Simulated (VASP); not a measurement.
Write the native input for VASP 6.6.1 that does the following.

```
Task                   : single point
Functional             : PBE
Potentials or basis    : VASP PAW PBE potentials, release 64 (Sc_sv, Al)
Cutoff                 : 520 eV
k mesh                 : 6 × 6 × 6
Occupations            : fermi-dirac, width 0.1 eV
Spin                   : no spin polarisation
Dipole correction      : no
Further INCAR settings : ALGO = Normal; EDIFF = 1e-06; NBANDS = 18
```

The structure of ScAl3 lies in POSCAR:

```
ScAl3
1.0
    3.9829444398      0.0000000000      0.0000000000
    0.0000000000      3.9829444398      0.0000000000
    0.0000000000      0.0000000000      3.9829444398
Sc Al
1 3
Direct
    0.0000000000      0.0000000000      0.0000000000
    0.5000000000      0.0000000000      0.5000000000
    0.0000000000      0.5000000000      0.5000000000
    0.5000000000      0.5000000000      0.0000000000
```

One way to write it, as run:

INCAR

```
SYSTEM = ScAl3
  PREC = Accurate
  ENCUT = 520
  EDIFF = 1E-6
  ISMEAR = -1
  SIGMA = 0.1
  LREAL = .False.
  LASPH = .True.
  NELM = 60
  ALGO = Normal
  ISIF = 2
  LWAVE = .False.
  LCHARG = .False.
  GGA = PE
  NBANDS = 18
```

KPOINTS

```
Automatic mesh
0
Gamma
  6 6 6
  0 0 0
```

Potentials or basis: VASP PAW PBE potentials, release 64 (Sc_sv, Al).

The run is started by

```bash
$ cat potpaw_PBE.64/Sc_sv/POTCAR potpaw_PBE.64/Al/POTCAR > POTCAR
$ mpirun -np 1 vasp_std > vasp.out
```

Results of the run:

```yaml
Pressure: 9.5 GPa
Band_gap_on_the_k_mesh: zero (bands 10 and 11 overlap by 4.15 eV)
```

Caveat: the cell stands under pressure.

It took 30 s on 1 thread of Intel Xeon 8259CL, with other jobs on the host, peak memory 0.17 GiB.
